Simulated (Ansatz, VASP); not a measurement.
# One calculation of SnO2, two programs

```
Sn O
1.0
     1.61709    0.93363    4.80059
    -1.61709    0.93363    4.80059
     0.00000   -1.86726    4.80059
Sn O
1 2
Direct
  0.50000 0.50000 0.50000
  0.23717 0.23717 0.23717
  0.76283 0.76283 0.76283
```

Alike in both runs: task single point; functional PBEsol; k mesh 4 × 4 × 4; no spin polarisation.

|  | VASP | Ansatz |
| --- | --- | --- |
| version | VASP 6.6.1 | Ansatz 0.2.0 |
| potentials or method | VASP PAW PBE potentials, release 64 (Sn_d, O) | plane waves, PAW |
| plane-wave cutoff (eV) | 600 | 420 |
| occupations | gaussian, width 0.01 eV | fixed |
| valence electrons in the cell | 26 | 26 |

```tsv
	VASP	Ansatz	Ansatz less VASP
gap on the k mesh at the Fermi level (eV)	1.87	1.89	+0.021
```

VASP's potentials were made for PBE, not for PBEsol.

The k mesh is coarse, so the values compare programs but aren't converged.
